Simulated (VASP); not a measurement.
Al2Pt: single point with PBE

Crystal: Al2Pt.

```
Al Pt
1.0
     0.00000    2.95500    2.95500
     2.95500    0.00000    2.95500
     2.95500    2.95500    0.00000
Al Pt
2 1
Cartesian
  1.3445 1.3445 1.3445
  4.4325 4.4325 4.4325
  0.1330 0.1330 0.1330
```

This cell differs from its parent crystal: shortest bond scaled by 0.82.

```
Program                : VASP 6.6.1
Task                   : single point
Functional             : PBE
Potentials or basis    : VASP PAW PBE potentials, release 64 (Al, Pt)
Cutoff                 : 520 eV
k mesh                 : 9 × 9 × 9
Occupations            : fermi-dirac, width 0.05 eV
Spin                   : no spin polarisation
Dipole correction      : no
Further INCAR settings : ALGO = Normal; EDIFF = 1e-06; NBANDS = 15
```

* Pressure: 12.6 GPa
* Largest force: 6.322 eV/Å
* Band gap on the k mesh: zero (band 8 reaches 11.60 eV, above the bottom of band 9 at 6.61 eV)

Forces on the atoms (eV/Å):
```
Al   3.589  3.589  3.589
Al   0.062  0.062  0.062
Pt  -3.650 -3.650 -3.650
```

Stress tensor (GPa, compression positive):
```
12.56 10.31 10.31
10.31 12.56 10.31
10.31 10.31 12.56
```

Levels at points of the mesh, in eV from the Fermi level:
```
           k point  band 4  band 5  band 6  band 7  band 8  band 9  band 10  band 11  band 12  band 13
(0.00, 0.00, 0.00)   -5.22   -4.00   -4.00    2.45    3.58    3.64     3.64     5.19     5.36     5.36
```

Wall time 27 s on 1 thread of AMD EPYC 9R45 96-Core Processor (Zen 5), with other jobs on the host, peak memory 0.19 GiB.

Caveat: the cell differs from its parent crystal (shortest bond scaled by 0.82); spin-orbit coupling is left out, which moves the levels of the heavy elements; forces of over 1 eV/Å act on the atoms, so gaps and moduli don't describe the material at rest.
